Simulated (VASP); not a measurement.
# TiN (Fm-3m) in VASP: a series of runs

TiN is run at these levels: PBEsol; tasks: single point.

All numbers are computed with VASP 6.6.1; they aren't measurements. Logs are shortened: lines on timing, memory, paths and dates and some standing lists are left out, and cuts for length are marked.

## 1. The cell of the first run

The structure is cubic, space group Fm-3m (No. 225). Conventional cell: a = 4.089 Å, b = 4.089 Å, c = 4.089 Å, α = 90.00°, β = 90.00°, γ = 90.00°. Ti (site symmetry m-3m) has 6 N at 2.04 Å within 2.7 Å. Within 2.7 Å of N (site symmetry m-3m) lie 6 Ti at 2.04 Å.

## 2. Single point, PBEsol, collinear spin (8.54 Å³/atom)

INCAR reads:

```
SYSTEM = TiN
PREC     = Accurate       ! precision mode
ENCUT    = 520            ! plane-wave cutoff, eV
EDIFF    = 1E-7           ! SCF threshold, eV
ISMEAR   = 0              ! smearing method
SIGMA    = 0.15           ! smearing width, eV
LREAL    = .False.        ! projectors in reciprocal space
LASPH    = .True.         ! aspherical terms in the spheres
NELM     = 150            ! most SCF steps
ALGO     = Normal         ! electronic algorithm
ISIF     = 2              ! what is computed and relaxed
LWAVE    = .False.        ! write WAVECAR
LCHARG   = .False.        ! write CHGCAR
ISPIN    = 2              ! spin polarisation
MAGMOM   = 1 0            ! initial moments
LORBIT   = 11             ! projections on sites
NUPDOWN  = 1.0            ! fixed moment
LMAXMIX  = 4              ! l up to which the mixer works
GGA      = PS             ! functional
NBANDS   = 20             ! bands
```

KPOINTS reads:

```
regular mesh
0
Gamma
  20 20 20
  0 0 0
```

POSCAR reads:

```
TiN
1.0
    0.0000000000      2.0443429201      2.0443429201
    2.0443429201      0.0000000000      2.0443429201
    2.0443429201      2.0443429201      0.0000000000
Ti N
1 1
Direct
    0.0000000000      0.0000000000      0.0000000000
    0.5000000000      0.5000000000      0.5000000000
```

Potentials or basis: VASP PAW PBE potentials, release 64 (Ti_sv, N).

Command:

```sh
> cat potpaw_PBE.64/Ti_sv/POTCAR potpaw_PBE.64/N/POTCAR > POTCAR
> mpirun -np 1 vasp_std > vasp.out
```

OUTCAR:

```text
SYSTEM = TiN
   PREC = Accurate
   ENCUT = 520
   EDIFF = 1E-7
   ISMEAR = 0
   LREAL = .False.
   LASPH = .True.
   NELM = 150
   ISIF = 2
   ISPIN = 2
   LORBIT = 11
   NUPDOWN = 1.0
   GGA = PS

 ion  position               nearest neighbor table
   1  0.000  0.000  0.000-   2 2.04   2 2.04   2 2.04   2 2.04   2 2.04   2 2.04
   2  0.500  0.500  0.500-   1 2.04   1 2.04   1 2.04   1 2.04   1 2.04   1 2.04

  LATTYP: Found a face centered cubic cell.
 ALAT       =     4.0886858402

  Lattice vectors:

 A1 = (   0.0000000000,   2.0443429201,   2.0443429201)
 A2 = (   2.0443429201,   0.0000000000,   2.0443429201)
 A3 = (   2.0443429201,   2.0443429201,   0.0000000000)

Analysis of symmetry for initial positions (statically):
=====================================================================
 Subroutine PRICEL returns:
 Original cell was already a primitive cell.

 Routine SETGRP: Setting up the symmetry group for a
 face centered cubic supercell.

 Subroutine GETGRP returns: Found 48 space group operations
 (whereof 48 operations were pure point group operations)
 out of a pool of 48 trial point group operations.

The static configuration has the point symmetry O_h .

Analysis of symmetry for dynamics (positions and initial velocities):
=====================================================================
 Subroutine PRICEL returns:
 Original cell was already a primitive cell.

 Routine SETGRP: Setting up the symmetry group for a
 face centered cubic supercell.

 Subroutine GETGRP returns: Found 48 space group operations
 (whereof 48 operations were pure point group operations)
 out of a pool of 48 trial point group operations.

The dynamic configuration has the point symmetry O_h .

Analysis of structural, dynamic, and magnetic symmetry:
=====================================================================
 Subroutine PRICEL returns:
 Original cell was already a primitive cell.

 Routine SETGRP: Setting up the symmetry group for a
 face centered cubic supercell.

 Subroutine GETGRP returns: Found 48 space group operations
 (whereof 48 operations were pure point group operations)
 out of a pool of 48 trial point group operations.

The overall configuration has the point symmetry O_h .

 Subroutine INISYM returns: Found 48 space group operations
 (whereof 48 operations are pure point group operations),
 and found     1 'primitive' translations

----------------------------------------------------------------------------------------

                                     Primitive cell

  volume of cell :      17.0880

  direct lattice vectors                    reciprocal lattice vectors
     0.000000000  2.044342920  2.044342920    -0.244577363  0.244577363  0.244577363
     2.044342920  0.000000000  2.044342920     0.244577363 -0.244577363  0.244577363
     2.044342920  2.044342920  0.000000000     0.244577363  0.244577363 -0.244577363

  length of vectors
     2.891137484  2.891137484  2.891137484     0.423620419  0.423620419  0.423620419

  position of ions in fractional coordinates (direct lattice)
     0.000000000  0.000000000  0.000000000
     0.500000000  0.500000000  0.500000000

  ion indices of the primitive-cell ions
   primitive index   ion index
                 1           1
                 2           2

----------------------------------------------------------------------------------------

 KPOINTS: regular mesh

Automatic generation of k-mesh.
 Grid dimensions read from file:
 generate k-points for:   20   20   20

 Generating k-lattice:

  Cartesian coordinates                     Fractional coordinates (reciprocal lattice)
    -0.012228868  0.012228868  0.012228868     0.050000000  0.000000000  0.000000000
     0.012228868 -0.012228868  0.012228868     0.000000000  0.050000000  0.000000000
     0.012228868  0.012228868 -0.012228868     0.000000000  0.000000000  0.050000000

  Length of vectors
     0.021181021  0.021181021  0.021181021

  Shift w.r.t. Gamma in fractional coordinates (k-lattice)
     0.000000000  0.000000000  0.000000000

 Subroutine IBZKPT returns following result:
 ===========================================

 Found    256 irreducible k-points:

 Following reciprocal coordinates:
            Coordinates               Weight
  0.000000  0.000000  0.000000      1.000000
  0.050000  0.000000  0.000000      8.000000
  0.100000  0.000000  0.000000      8.000000
  0.150000  0.000000  0.000000      8.000000
  0.200000  0.000000  0.000000      8.000000
  0.250000  0.000000  0.000000      8.000000
[... 16 lines left out ...]
 -0.400000  0.050000  0.000000     24.000000
 -0.350000  0.050000  0.000000     24.000000
 [... further k-points ...]
   k-points           NKPTS =    256   k-points in BZ     NKDIM =    256   number of bands    NBANDS=     20
   number of dos      NEDOS =    301   number of ions     NIONS =      2
   total plane-waves  NPLWV =  13824
   dimension x,y,z NGX =    24 NGY =   24 NGZ =   24
   dimension x,y,z NGXF=    48 NGYF=   48 NGZF=   48
   ions per type =               1   1
   NGX,Y,Z   is equivalent  to a cutoff of  13.80, 13.80, 13.80 a.u.
   NGXF,Y,Z  is equivalent  to a cutoff of  27.60, 27.60, 27.60 a.u.
 SYSTEM =  TiN
   PREC   = accura    normal or accurate (medium, high low for compatibility)
   ISTART =      0    job   : 0-new  1-cont  2-samecut
   ICHARG =      2    charge: 1-file 2-atom 10-const
   ISPIN  =      2    spin polarized calculation?
   LNONCOLLINEAR =      F non collinear calculations
   LSORBIT =      F    spin-orbit coupling
   LASPH  =      T    aspherical Exc in radial PAW
   ENCUT  =  520.0 eV  38.22 Ry    6.18 a.u.   5.38  5.38  5.38*2*pi/ulx,y,z
   NELM   =    150;   NELMIN=  2; NELMDL= -5     # of ELM steps
   EDIFF  = 0.1E-06   stopping-criterion for ELM
   LREAL  =      F    real-space projection
   EDIFFG = 0.1E-05   stopping-criterion for IOM
   NSW    =      0    number of steps for IOM
   IBRION =     -1    ionic relax: 0-MD 1-quasi-New 2-CG
   NFREE  =      0    steps in history (QN), initial steepest desc. (CG)
   ISIF   =      2    stress and relaxation
   ISYM   =      2    0-nonsym 1-usesym 2-fastsym
   POTIM  = 0.5000    time-step for ionic-motion
   TEBEG  =    0.0;   TEEND  =   0.0 temperature during run
   PSTRESS=    0.0 pullay stress
   NELECT =      17.0000    total number of electrons
   NUPDOWN=       1.0000    fix difference up-down
   EMIN   =  10.00;   EMAX   =-10.00  energy-range for DOS
   EFERMI =   0.00;   METHOD = LEGACY
   ISMEAR =     0;   SIGMA  =   0.15  broadening in eV -4-tet -1-fermi 0-gaus
   EFERMI_NEDOS =   21; number of points for ismear=-14 and -15
   IALGO  =     38    algorithm
   IMIX   =      4    mixing-type and parameters
     AMIX     =   0.40;   BMIX     =  1.00
     AMIX_MAG =   1.60;   BMIX_MAG =  1.00
  volume/ion in A,a.u.               =       8.54        57.66
  Fermi-wavevector in a.u.,A,eV,Ry     =   1.634283  3.088348 36.339563  2.670883
  Thomas-Fermi vector in A             =   2.725948
   LORBIT       =     11    0 simple, 1 ext, 2 COOP (PROOUT), +10 PAW based schemes
   GGA     = PS    functional components
   LHFCALC =     F    Hartree Fock is set to
   AEXX    =    0.0000 exact exchange contribution
   IVDW    =     0    specifies the selected vdW correction
   LEPSILON=     F    determine dielectric tensor
   LRPA    =     F    only Hartree local field effects (RPA)
 spin polarized calculation
 Gauss-broadening in eV      SIGMA  =   0.15
  energy-cutoff  :      520.00
  volume of cell :       17.09
 maximum number of plane-waves:       477
 NGX is ok and might be reduce to    24
   NGX = 11   NGY = 11   NGZ = 11

 number of electron      17.0000003 magnetization       1.0000000

 Free energy of the ion-electron system (eV)
  ---------------------------------------------------
  ext. energy  EPLUGINS =         0.00000000
  ---------------------------------------------------
  free energy    TOTEN  =       -20.03272041 eV

  energy without entropy =      -20.02553225  energy(sigma->0) =      -20.02912633

 E-fermi :  10.3569     XC(G=0): -13.8105

 val. band max:       13.7060058364   @ k =  -0.3000   0.0500   0.0000
 cond. band min:      10.4414789781   @ k =   0.4000   0.3500   0.0000
 fundamental gap:     -3.2645268583
 Fermi energy:        13.7108235207

 spin component 1

 k-point     1 :       0.0000    0.0000    0.0000
  band No.  band energies     occupation
      1     -44.7034      1.00000
      2     -20.6951      1.00000
      3     -20.6951      1.00000
      4     -20.6951      1.00000
      5      -4.9977      1.00000
      6      10.5938      1.00000
[... 12 lines left out ...]
     19      41.8633      0.00000
     20      41.8633      0.00000
[... 507 lines left out ...]
 k-point    24 :      -0.3500    0.0500    0.0000
  band No.  band energies     occupation
      1     -44.5648      1.00000
      2     -21.5289      1.00000
      3     -20.7895      1.00000
      4     -20.7546      1.00000
      5      -2.5973      1.00000
      6       4.8269      1.00000
[... 12 lines left out ...]
     19      38.0924      0.00000
     20      40.1086      0.00000

 [... further k-points ...]

 spin component 2

 k-point     1 :       0.0000    0.0000    0.0000
  band No.  band energies     occupation
      1     -44.0262      1.00000
      2     -20.0133      1.00000
      3     -20.0133      1.00000
      4     -20.0133      1.00000
      5      -4.6893      1.00000
      6      10.8207      0.00001
[... 12 lines left out ...]
     19      42.2993      0.00000
     20      42.2993      0.00000
[... 507 lines left out ...]
 k-point    24 :      -0.3500    0.0500    0.0000
  band No.  band energies     occupation
      1     -43.8870      1.00000
      2     -20.8583      1.00000
      3     -20.1064      1.00000
      4     -20.0709      1.00000
      5      -2.3199      1.00000
      6       5.2642      1.00000
[... 12 lines left out ...]
     19      38.5792      0.00000
     20      40.5865      0.00000

 [... further k-points ...]

------------------------ aborting loop because EDIFF is reached ----------------------------------------

  FORCE on cell =-STRESS in cart. coord.  units (eV):
  Direction    XX          YY          ZZ          XY          YZ          ZX
  --------------------------------------------------------------------------------------
  -------------------------------------------------------------------------------------
  Total        4.2877917      4.2877917      4.2877917      0.0000000     -0.0000000      0.0000000
  in kB      402.0249687    402.0249687    402.0249687      0.0000000     -0.0000000      0.0000000
  external PRESSURE =     402.0249687 kB  Pullay stress =       0.0000000 kB

 VOLUME and BASIS-vectors are now :
 -----------------------------------------------------------------------------
  energy-cutoff  :      520.00
  volume of cell :       17.09
      direct lattice vectors                 reciprocal lattice vectors
     0.000000000  2.044342920  2.044342920    -0.244577363  0.244577363  0.244577363
     2.044342920  0.000000000  2.044342920     0.244577363 -0.244577363  0.244577363
     2.044342920  2.044342920  0.000000000     0.244577363  0.244577363 -0.244577363

 POSITION                                       TOTAL-FORCE (eV/Angst)
 -----------------------------------------------------------------------------------
      0.00000      0.00000      0.00000         0.000000      0.000000      0.000000
      2.04434      2.04434      2.04434         0.000000     -0.000000     -0.000000
 -----------------------------------------------------------------------------------
    total drift:                                0.000000     -0.000000     -0.000000

  FREE ENERGIE OF THE ION-ELECTRON SYSTEM (eV)
  ---------------------------------------------------
  free  energy   TOTEN  =       -20.0327204117 eV

  energy  without entropy=      -20.0255322461  energy(sigma->0) =      -20.02912633

 total charge

# of ion       s       p       d       tot
------------------------------------------
    1        2.212   6.297   2.148  10.658
    2        1.253   2.567   0.000   3.820
--------------------------------------------------
tot          3.465   8.864   2.148  14.478

 magnetization (x)

# of ion       s       p       d       tot
------------------------------------------
    1        0.007   0.008   0.710   0.725
    2        0.000   0.083   0.000   0.084
--------------------------------------------------
tot          0.007   0.091   0.710   0.808
```

Run time: 4.2 min. Hardware: 1 thread of Intel Xeon 8259CL, shared host; peak memory 0.26 GiB.

Results:

* Free energy: -20.0327 eV
* Pressure: 40.2 GPa
* Net moment: 1.00 μB per cell
* Site moments: Ti +0.72; N +0.08 μB
* Valence electrons inside the program's atomic spheres: Ti 10.66; N 3.82

Caveat: the cell stands under pressure; the PAW data sets were made with another functional, which shifts forces and pressure a little; the total moment is fixed, so each spin has its own Fermi level and the state may be an excited one.

(Continued in part 2 of 2.)
